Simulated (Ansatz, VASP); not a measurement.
# K: VASP beside Ansatz

```
K
1.0
    -2.73306    2.73306    2.73306
     2.73306   -2.73306    2.73306
     2.73306    2.73306   -2.73306
K
1
Direct
  0.00000 0.00000 0.00000
```

Change from the starting cell: volume scaled by 1.04, PAW files.

Alike in both runs: task electric field gradients; functional PBEsol; k mesh 10 × 10 × 10; occupations fermi-dirac, width 0.05 eV; no spin polarisation.

|  | VASP | Ansatz |
| --- | --- | --- |
| version | VASP 6.6.1 | Ansatz 0.2.0 |
| potentials or method | VASP PAW PBE potentials, release 64 (K_sv) | PAW with Ansatz's default frozen-core files, scalar-relativistic |
| plane-wave cutoff (eV) | 400 | 420 |
| valence electrons in the cell | 9 | 9 |

|  | VASP | Ansatz | Ansatz less VASP |
| --- | --- | --- | --- |
| pressure (GPa) | -0.4 | -0.4 | 0.00 |

VASP's potentials were made for PBE, not for PBEsol. The functional is the same, so the differences come from potentials, cutoffs and numerics.
